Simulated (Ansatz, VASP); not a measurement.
**One calculation of Ge, two programs**

```
Ge
1.0
     0.00000    2.82891    2.82891
     2.82891    0.00000    2.82891
     2.82891    2.82891    0.00000
Ge
2
Direct
  0.00000 0.00000 0.00000
  0.25000 0.25000 0.25000
```

Alike in both runs: task single point; functional revPBE; k mesh 4 × 4 × 4; no spin polarisation.

```csv
,VASP,Ansatz
version,VASP 6.6.1,Ansatz 0.2.0
potentials or method,"VASP PAW PBE potentials, release 64 (Ge_d), cutoff 500 eV","plane waves, PAW"
occupations,"gaussian, width 0.01 eV",fixed
valence electrons in the cell,28,28
```

Ansatz gave:

```
gap on the k mesh at the Fermi level (eV) : 0.11
```

Task: Which values does VASP return?

Result: gap on the k mesh at the Fermi level (eV): 0.13.

VASP's potentials were made for PBE, not for revPBE.

The k mesh is coarse, so the values compare programs but aren't converged.
